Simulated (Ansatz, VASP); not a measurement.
Two plane-wave programs on Ni

POSCAR

```
Ni
1.0
   -1.3837154700      1.3837154700      1.2730182324
    1.3837154700     -1.3837154700      1.2730182324
    1.3837154700      1.3837154700     -1.2730182324
Ni
1
Direct
    0.0000000000      0.0000000000      0.0000000000
```

INCAR.step1

```
SYSTEM = Ni
ALGO = Normal
EDIFF = 1E-4
ENCUT = 520
GGA = PE
ISMEAR = 0
ISPIN = 2
LASPH = .TRUE.
LCHARG = .FALSE.
LMAXMIX = 4
LREAL = .FALSE.
LWAVE = .TRUE.
MAGMOM = 0.78
NBANDS = 15
NELM = 150
PREC = Accurate
SIGMA = 0.15
```

File INCAR.step2:

```
SYSTEM = Ni
ALGO = Normal
EDIFF = 1E-7
ENCUT = 520
ISIF = 2
ISMEAR = 0
ISPIN = 2
ISTART = 1
LASPH = .TRUE.
LCHARG = .FALSE.
LMAXMIX = 4
LMIXTAU = .TRUE.
LORBIT = 11
LREAL = .FALSE.
LWAVE = .FALSE.
MAGMOM = 0.78
METAGGA = R2SCAN
NBANDS = 15
NELM = 150
PREC = Accurate
SIGMA = 0.15
```

The input KPOINTS:

```
k-points
0
G
  24 24 24
  0 0 0
```

Input for Ansatz:

```yaml
crystal:
  lattice:
    - [-1.38371547, 1.38371547, 1.2730182324]
    - [1.38371547, -1.38371547, 1.2730182324]
    - [1.38371547, 1.38371547, -1.2730182324]
  atoms:
    - { symbol: Ni, position: [0.0, 0.0, 0.0], spin: 0.78 }
basis:
  ecutwfc: 500
kpoints:
  mp_grid: { grid: [24, 24, 24] }
hamiltonian:
  xc: r2scan
scf:
  occupations: { method: gaussian, width: 0.15 }
output:
  forces: true
  stress: true
  eigenvalues: true
  populations: true
magnetization:
  spin_polarized: true
```

Change from the starting cell: strain +0.000 along x and y, -0.080 along z, atoms carried along.

Alike in both runs: task single point; functional r2SCAN; k mesh 24 × 24 × 24; occupations gaussian, width 0.15 eV; collinear spin.

|  | VASP | Ansatz |
| --- | --- | --- |
| version | VASP 6.6.1 | Ansatz 0.2.0 |
| potentials or method | VASP PAW PBE potentials, release 64 (Ni), cutoff 520 eV | scalar-relativistic, plane waves, PAW |
| valence electrons in the cell | 10 | 18 |

VASP gave:

```
gap on the k mesh at the Fermi level (eV)                     : none
pressure (GPa)                                                : 21.9
traceless stress, the component that is largest in VASP (GPa) : -4.00
net moment per atom (μB)                                      : 0.61
size of the moment on the site where the two differ most (μB) : 0.62
```

Problem. What did Ansatz give for the same quantities?

Solution. gap on the k mesh at the Fermi level (eV): none; pressure (GPa): 21.7; traceless stress, the component that is largest in VASP (GPa): -4.58; net moment per atom (μB): 0.63; size of the moment on the site where the two differ most (μB): 0.69.

VASP's potentials were made for PBE, not for r2SCAN. Site moments also hang on the region over which each program counts them. A gap of «none» marks a metal or a gap that the smearing closes. The functional is the same, so the differences come from potentials, cutoffs and numerics. VASP's potentials hold 10 valence electrons a cell and Ansatz's 18, so a difference there can come from the potentials and not from the codes. Ansatz's warnings: stability check not made.
